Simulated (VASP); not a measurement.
# SiC (Imm2) in VASP: a series of runs

Runs on SiC. Level: PBEsol. Tasks: single point.

All numbers are computed with VASP 6.6.1; they aren't measurements. Logs are shortened: lines on timing, memory, paths and dates and some standing lists are left out, and cuts for length are marked.

## Step 1: The cell of the first run

The structure is orthorhombic, space group Imm2 (No. 44). Conventional cell: a = 3.055 Å, b = 3.055 Å, c = 4.321 Å, α = 90.00°, β = 90.00°, γ = 90.00°. Si (site symmetry mm2) has 4 C at 1.83 to 1.91 Å within 2.4 Å. Within 2.4 Å of C (site symmetry mm2) lie 4 Si at 1.83 to 1.91 Å.

## Step 2: Single point, PBEsol

Input file INCAR:

```
  PREC = Accurate
  ENCUT = 520
  EDIFF = 1E-6
  ISMEAR = 0
  SIGMA = 0.05
  LREAL = False
  LASPH = True
  NELM = 80
  ALGO = Normal
  ISIF = 2
  LWAVE = False
  LCHARG = False
  GGA = PS
  NBANDS = 11
```

Input file KPOINTS:

```
Automatic mesh
0
Gamma
  10 10 10
```

Input file POSCAR:

```
SiC
1.0
    0.0000000000      2.1603089512      2.1603089512
    2.1603089512      0.0000000000      2.1603089512
    2.1603089512      2.1603089512      0.0000000000
Si C
1 1
Direct
    0.0047117304     -0.0047117304      0.0047117304
    0.7389826870      0.7610173130      0.7389826870
```

Potentials or basis: VASP PAW PBE potentials, release 64 (Si, C).

Command:

```bash
> cat potpaw_PBE.64/Si/POTCAR potpaw_PBE.64/C/POTCAR > POTCAR
> mpirun -np 1 vasp_std > vasp.out
```

OUTCAR:

```text
PREC = Accurate
   ENCUT = 520
   EDIFF = 1E-6
   ISMEAR = 0
   LREAL = False
   LASPH = True
   NELM = 80
   ISIF = 2
   GGA = PS

 ion  position               nearest neighbor table
   1  0.005  0.995  0.005-   2 1.83   2 1.83   2 1.91   2 1.91
   2  0.739  0.761  0.739-   1 1.83   1 1.83   1 1.91   1 1.91

  LATTYP: Found a face centered cubic cell.
 ALAT       =     4.3206179024

  Lattice vectors:

 A1 = (   0.0000000000,   2.1603089512,   2.1603089512)
 A2 = (   2.1603089512,   0.0000000000,   2.1603089512)
 A3 = (   2.1603089512,   2.1603089512,   0.0000000000)

Analysis of symmetry for initial positions (statically):
=====================================================================
 Subroutine PRICEL returns:
 Original cell was already a primitive cell.

 Routine SETGRP: Setting up the symmetry group for a
 face centered cubic supercell.

 Subroutine GETGRP returns: Found  4 space group operations
 (whereof  4 operations were pure point group operations)
 out of a pool of 48 trial point group operations.

The static configuration has the point symmetry C_2v.

Analysis of symmetry for dynamics (positions and initial velocities):
=====================================================================
 Subroutine PRICEL returns:
 Original cell was already a primitive cell.

 Routine SETGRP: Setting up the symmetry group for a
 face centered cubic supercell.

 Subroutine GETGRP returns: Found  4 space group operations
 (whereof  4 operations were pure point group operations)
 out of a pool of 48 trial point group operations.

The dynamic configuration has the point symmetry C_2v.

 Subroutine INISYM returns: Found  4 space group operations
 (whereof  4 operations are pure point group operations),
 and found     1 'primitive' translations

----------------------------------------------------------------------------------------

                                     Primitive cell

  volume of cell :      20.1640

  direct lattice vectors                    reciprocal lattice vectors
     0.000000000  2.160308951  2.160308951    -0.231448377  0.231448377  0.231448377
     2.160308951  0.000000000  2.160308951     0.231448377 -0.231448377  0.231448377
     2.160308951  2.160308951  0.000000000     0.231448377  0.231448377 -0.231448377

  length of vectors
     3.055138218  3.055138218  3.055138218     0.400880348  0.400880348  0.400880348

  position of ions in fractional coordinates (direct lattice)
     0.004711730  0.995288270  0.004711730
[... 81 lines left out ...]
   NSW    =      0    number of steps for IOM
   IBRION =     -1    ionic relax: 0-MD 1-quasi-New 2-CG
   NFREE  =      0    steps in history (QN), initial steepest desc. (CG)
   ISIF   =      2    stress and relaxation
   ISYM   =      2    0-nonsym 1-usesym 2-fastsym
   POTIM  = 0.5000    time-step for ionic-motion
   TEBEG  =    0.0;   TEEND  =   0.0 temperature during run
   PSTRESS=    0.0 pullay stress
   NELECT =       8.0000    total number of electrons
   NUPDOWN=      -1.0000    fix difference up-down
   EMIN   =  10.00;   EMAX   =-10.00  energy-range for DOS
   EFERMI =   0.00;   METHOD = LEGACY
   ISMEAR =     0;   SIGMA  =   0.05  broadening in eV -4-tet -1-fermi 0-gaus
   EFERMI_NEDOS =   21; number of points for ismear=-14 and -15
   IALGO  =     38    algorithm
   IMIX   =      4    mixing-type and parameters
     AMIX     =   0.40;   BMIX     =  1.00
     AMIX_MAG =   1.60;   BMIX_MAG =  1.00
  volume/ion in A,a.u.               =      10.08        68.04
  Fermi-wavevector in a.u.,A,eV,Ry     =   1.202945  2.273236 19.688661  1.447076
  Thomas-Fermi vector in A             =   2.338712
   LORBIT       =      0    0 simple, 1 ext, 2 COOP (PROOUT), +10 PAW based schemes
   GGA     = PS    functional components
   LHFCALC =     F    Hartree Fock is set to
   AEXX    =    0.0000 exact exchange contribution
   IVDW    =     0    specifies the selected vdW correction
   LEPSILON=     F    determine dielectric tensor
   LRPA    =     F    only Hartree local field effects (RPA)
 non-spin polarized calculation
 Gauss-broadening in eV      SIGMA  =   0.05
  energy-cutoff  :      520.00
  volume of cell :       20.16
 maximum number of plane-waves:       552
   NGX = 11   NGY = 11   NGZ = 11

 number of electron       8.0000000 magnetization

 Free energy of the ion-electron system (eV)
  ---------------------------------------------------
  ext. energy  EPLUGINS =         0.00000000
  ---------------------------------------------------
  free energy    TOTEN  =       -15.85778321 eV

  energy without entropy =      -15.85778321  energy(sigma->0) =      -15.85778321

 E-fermi :   8.8634     XC(G=0): -11.6165

 val. band max:        8.6553294269   @ k =   0.0000   0.0000   0.0000
 cond. band min:       9.5459933425   @ k =   0.5000   0.5000   0.0000
 fundamental gap:      0.8906639156
 Fermi energy:         8.8633875280

 k-point     1 :       0.0000    0.0000    0.0000
  band No.  band energies     occupation
      1      -7.2829      2.00000
      2       8.0123      2.00000
      3       8.3581      2.00000
      4       8.6553      2.00000
      5      14.8137      0.00000
      6      15.6606      0.00000
      7      15.7677      0.00000
      8      15.9126      0.00000
      9      22.9460      0.00000
     10      22.9497      0.00000
     11      24.9918      0.00000
[... 309 lines left out ...]
 k-point    24 :       0.1000    0.0000    0.4000
  band No.  band energies     occupation
      1      -4.5791      2.00000
      2       1.3854      2.00000
      3       6.7702      2.00000
      4       7.1611      2.00000
      5      14.0828      0.00000
      6      15.7512      0.00000
      7      16.5786      0.00000
      8      18.4940      0.00000
      9      21.8769      0.00000
     10      24.9896      0.00000
     11      25.0367      0.00000

 [... further k-points ...]
[... 5 lines left out ...]
  --------------------------------------------------------------------------------------
  -------------------------------------------------------------------------------------
  Total        0.8976195      0.7734767      0.8976195      0.0000000      0.0000000     -0.6803523
  in kB       71.3222866     61.4582546     71.3222866      0.0000000      0.0000000    -54.0588588
  external PRESSURE =      68.0342759 kB  Pullay stress =       0.0000000 kB

 VOLUME and BASIS-vectors are now :
 -----------------------------------------------------------------------------
  energy-cutoff  :      520.00
  volume of cell :       20.16
      direct lattice vectors                 reciprocal lattice vectors
     0.000000000  2.160308951  2.160308951    -0.231448377  0.231448377  0.231448377
     2.160308951  0.000000000  2.160308951     0.231448377 -0.231448377  0.231448377
     2.160308951  2.160308951  0.000000000     0.231448377  0.231448377 -0.231448377

 POSITION                                       TOTAL-FORCE (eV/Angst)
 -----------------------------------------------------------------------------------
      2.16031      0.02036      2.16031         0.000000     -1.372384      0.000000
      3.24046      3.19286      3.24046        -0.000000      1.372384     -0.000000
 -----------------------------------------------------------------------------------
    total drift:                               -0.000000     -0.000279     -0.000000

  FREE ENERGIE OF THE ION-ELECTRON SYSTEM (eV)
  ---------------------------------------------------
  free  energy   TOTEN  =       -15.8577832121 eV

  energy  without entropy=      -15.8577832121  energy(sigma->0) =      -15.85778321
```

It took 18 s on 1 thread of AMD EPYC 9R45 (Zen 5), shared host; peak memory 0.13 GiB.

What came out:

| Item | Value |
| --- | --- |
| Free energy | -15.8578 eV |
| Pressure | 6.8 GPa |
| Largest force | 1.372 eV/Å |
| Band gap on the k mesh | 0.89 eV, indirect (least direct gap 4.30 eV) |

Forces in eV/Å, atoms in the order of the input:
```
Si   0.000 -1.372  0.000
C    0.000  1.372  0.000
```

Caveat: the PAW data sets were made with another functional, which shifts forces and pressure a little. A k mesh can miss the band edges.

## Step 3: Single point, PBEsol

Input file INCAR:

```
SYSTEM = SiC
  PREC = Accurate
  ENCUT = 520
  EDIFF = 1E-6
  ISMEAR = 0
  SIGMA = 0.05
  LREAL = .False.
  LASPH = .True.
  NELM = 80
  ALGO = Normal
  ISIF = 2
  LWAVE = .False.
  LCHARG = .False.
  GGA = PS
  NBANDS = 11
```

Input file KPOINTS:

```
Automatic mesh
0
Gamma
  10 10 10
  0 0 0
```

Input file POSCAR:

```
SiC
1.0
    0.0000000000      2.1603089512      2.1603089512
    2.1603089512      0.0000000000      2.1603089512
    2.1603089512      2.1603089512      0.0000000000
Si C
1 1
Direct
    0.0023558652     -0.0023558652      0.0023558652
    0.7444913435      0.7555086565      0.7444913435
```

Potentials or basis: VASP PAW PBE potentials, release 64 (Si, C).

Command:

```bash
> cat potpaw_PBE.64/Si/POTCAR potpaw_PBE.64/C/POTCAR > POTCAR
> mpirun -np 1 vasp_std > vasp.out
```

Run time: 19 s. Hardware: 1 thread of AMD EPYC 9R45 (Zen 5), shared host; peak memory 0.13 GiB.

The run converged. Its results:

- Free energy: -15.8928 eV
- Pressure: 6.3 GPa
- Largest force: 0.689 eV/Å
- Band gap on the k mesh: 1.05 eV, indirect (least direct gap 4.39 eV)

Forces on the atoms (eV/Å):
```
Si   0.000 -0.689  0.000
C    0.000  0.689  0.000
```

Stress tensor (GPa, compression positive):
```
 6.43  0.00 -2.70
 0.00  6.18  0.00
-2.70  0.00  6.43
```

Levels at points of the mesh, in eV from the valence-band top:
| k point | band 1 | band 2 | band 3 | band 4 | band 5 | band 6 | band 7 | band 8 |
| --- | --- | --- | --- | --- | --- | --- | --- | --- |
| (0.00, 0.00, 0.00) | -15.79 | -0.32 | -0.16 | 0.00 | 6.32 | 7.21 | 7.26 | 7.33 |
| (0.50, 0.00, 0.00) | -12.06 | -8.97 | -1.29 | -1.08 | 5.44 | 6.99 | 7.24 | 9.89 |
| (0.00, 0.50, 0.00) | -12.11 | -8.84 | -1.36 | -1.14 | 5.45 | 6.93 | 7.18 | 9.90 |
| (0.50, 0.50, 0.00) | -10.60 | -8.08 | -3.42 | -3.41 | 1.05 | 4.12 | 14.10 | 14.11 |
| (0.50, 0.00, 0.50) | -10.60 | -8.07 | -3.50 | -3.34 | 1.05 | 4.13 | 14.09 | 14.11 |

Caveat: the PAW data sets were made with another functional, which shifts forces and pressure a little. A k mesh can miss the band edges.

[end of part 1 of 2]
